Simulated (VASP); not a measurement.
Wanted: the native input for a VASP 6.6.1 run.

```
Task                   : single point
Functional             : b88 exchange, pbe correlation
Potentials or basis    : VASP PAW PBE potentials, release 64 (Si, C)
Cutoff                 : 600 eV
k mesh                 : 10 × 10 × 10
Occupations            : fermi-dirac, width 0.05 eV
Spin                   : no spin polarisation
Dipole correction      : no
Further INCAR settings : ALGO = Normal; EDIFF = 1e-06; NBANDS = 11
```

The structure of SiC lies in POSCAR:

```
SiC
1.0
    0.0000000000      2.1495504440      2.1495504440
    2.1495504440      0.0000000000      2.1495504440
    2.1495504440      2.1495504440      0.0000000000
Si C
1 1
Direct
    0.0000000000      0.0000000000      0.0000000000
    0.7500000000      0.7500000000      0.7500000000
```

The input as run:

INCAR

```
SYSTEM = SiC
ALGO = Normal
EDIFF = 1E-6
ENCUT = 600
GGA = LIBXC
GGA_COMPAT = .False.
ISIF = 2
ISMEAR = -1
LASPH = .True.
LCHARG = .True.
LELF = .True.
LIBXC1 = GGA_X_B88
LIBXC2 = GGA_C_PBE
LREAL = .False.
LVHAR = .True.
LWAVE = .False.
NBANDS = 11
NELM = 120
PREC = Accurate
SIGMA = 0.05
```

KPOINTS

```
k-points
0
Gamma
  10 10 10
  0 0 0
```

Potentials or basis: VASP PAW PBE potentials, release 64 (Si, C).

Launch:

```console
$ cat potpaw_PBE.64/Si/POTCAR potpaw_PBE.64/C/POTCAR > POTCAR
$ mpirun -np 1 vasp_std > vasp.out
```

Results of the run:

| Item | Value |
| --- | --- |
| Pressure | 13.1 GPa |
| Band gap on the k mesh | 1.33 eV (least direct gap 4.59 eV) |

Caveat: the cell stands under pressure; the PAW data sets were made with another functional, which shifts forces and pressure a little.

It took 7.9 s on 1 thread of Intel(R) Xeon(R) Platinum 8259CL CPU @ 2.50GHz (Skylake/Cascade Lake), with other jobs on the host, peak memory 0.14 GiB.
